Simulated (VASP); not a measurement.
Input of a VASP 6.6.1 run:

Contents of INCAR:

```
SYSTEM = Ta4O
PREC = Accurate ; ENCUT = 520
EDIFF = 1E-6 ; ISMEAR = 0
SIGMA = 0.15 ; LREAL = .FALSE.
LASPH = .TRUE. ; NELM = 100
ALGO = Normal ; ISIF = 2
LWAVE = .FALSE. ; LCHARG = .FALSE.
GGA = PE ; NBANDS = 33
```

File KPOINTS:

```
Automatic mesh
0
G
  16 16 8
  0 0 0
```

Contents of POSCAR:

```
Ta4O
1.0
    3.4358874470      0.0000000000      0.0000000000
    0.0000000000      3.4358874470      0.0000000000
    0.0000000000      0.0000000000      6.6360070091
Ta O
4 1
Direct
    0.0000000000      0.0000000000      0.5000000000
    0.5000000000      0.5000000000      0.7829127297
    0.5000000000      0.5000000000      0.2170872703
    0.0000000000      0.0000000000      0.0000000000
    0.5000000000      0.5000000000      0.5000000000
```

Potentials or basis: VASP PAW PBE potentials, release 64 (Ta_pv, O).

Run with:

```console
$ cat potpaw_PBE.64/Ta_pv/POTCAR potpaw_PBE.64/O/POTCAR > POTCAR
$ mpirun -np 1 vasp_std > vasp.out
```

**Question.** Predict the largest force.

**Answer.** 2.826 eV/Å.

**Question.** What does it give for the band gap on the k mesh?

**Answer.** Zero (bands 25 and 26 overlap by 0.90 eV).

**Question.** Predict the pressure.

**Answer.** 12.9 GPa.

Forces on the atoms (eV/Å):
```
Ta   0.000  0.000  0.000
Ta   0.000  0.000  2.826
Ta   0.000  0.000 -2.826
Ta   0.000  0.000  0.000
O    0.000  0.000  0.000
```

Caveat: the stress differs along the axes, from -2 to 43 GPa; spin-orbit coupling is left out, which moves the levels of the heavy elements; forces of over 1 eV/Å act on the atoms, so gaps and moduli don't describe the material at rest.
